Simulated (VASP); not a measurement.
Set up this calculation in VASP 6.6.1, as the native input.

| Property | Result |
| --- | --- |
| Task | single point |
| Functional | HSE06 |
| Potentials or basis | VASP PAW PBE potentials, release 64 (Al, N) |
| Cutoff | 520 eV |
| k mesh | 8 × 8 × 8 |
| Occupations | gaussian, width 0.01 eV |
| Spin | no spin polarisation |
| Dipole correction | no |
| Grid for exact exchange (PRECFOCK) | Normal |
| Further INCAR settings | ALGO = Normal; EDIFF = 1e-06; NBANDS = 11 |
| Share of exact exchange | 0.25 |
| Screening parameter | 0.2079 1/Å |

Crystal: AlN.

```xyz
2
Lattice="0.0000 2.1351 2.1849 2.1351 0.0000 2.1849 2.1351 2.1351 0.0000" Properties=species:S:1:pos:R:3 pbc="T T T"
Al    0.0000    0.0000    0.0000
N     1.0675    1.0675    1.0924
```

This cell differs from its parent crystal: biaxial xy strain -2.3%.

One way to write it, as run:

POSCAR

```
AlN
1.0
    0.0000000000      2.1350612384      2.1848764208
    2.1350612384      0.0000000000      2.1848764208
    2.1350612384      2.1350612384      0.0000000000
Al N
1 1
Direct
    0.0000000000      0.0000000000      0.0000000000
    0.2500000000      0.2500000000      0.2500000000
```

INCAR.step1

```
SYSTEM = AlN
PREC     = Accurate       ! precision mode
ENCUT    = 520            ! plane-wave cutoff, eV
EDIFF    = 1E-5           ! SCF threshold, eV
ISMEAR   = 0              ! smearing method
SIGMA    = 0.01           ! smearing width, eV
LREAL    = .False.        ! projectors in reciprocal space
LASPH    = .True.         ! aspherical terms in the spheres
NELM     = 100            ! most SCF steps
ALGO     = Normal         ! electronic algorithm
ISIF     = 2              ! what is computed and relaxed
LWAVE    = .True.         ! write WAVECAR
LCHARG   = .False.        ! write CHGCAR
GGA      = PE             ! functional
NBANDS   = 11             ! bands
```

INCAR.step2

```
SYSTEM = AlN
PREC     = Accurate       ! precision mode
ENCUT    = 520            ! plane-wave cutoff, eV
EDIFF    = 1E-6           ! SCF threshold, eV
ISMEAR   = 0              ! smearing method
SIGMA    = 0.01           ! smearing width, eV
LREAL    = .False.        ! projectors in reciprocal space
LASPH    = .True.         ! aspherical terms in the spheres
NELM     = 100            ! most SCF steps
ALGO     = Normal         ! electronic algorithm
ISIF     = 2              ! what is computed and relaxed
LWAVE    = .False.        ! write WAVECAR
LCHARG   = .False.        ! write CHGCAR
GGA      = PE             ! functional
LHFCALC  = .True.         ! exact exchange
HFSCREEN = 0.2079         ! screening, 1/A
PRECFOCK = Normal       
ISTART   = 1            
NBANDS   = 11             ! bands
```

KPOINTS

```
Automatic mesh
0
Gamma
  8 8 8
  0 0 0
```

Potentials or basis: VASP PAW PBE potentials, release 64 (Al, N).

Launch:

```bash
$ cat potpaw_PBE.64/Al/POTCAR potpaw_PBE.64/N/POTCAR > POTCAR
$ cp INCAR.step1 INCAR
$ mpirun -np 1 vasp_std > vasp.out
$ cp INCAR.step2 INCAR
$ mpirun -np 1 vasp_std > vasp.out
```

Results of the run:

| Item | Value |
| --- | --- |
| Pressure | 9.8 GPa |
| Band gap on the k mesh | 4.53 eV (least direct gap 5.96 eV) |

Caveat: the cell differs from its parent crystal (biaxial xy strain -2.3%); the cell stands under pressure; the structure was generated, so it needn't be the stable form of AlN; the PAW data sets were made with another functional, which shifts forces and pressure a little.

Wall time 51 min on 1 thread of Oxide Virtual Turin-like Processor (shared host), peak memory 0.22 GiB.
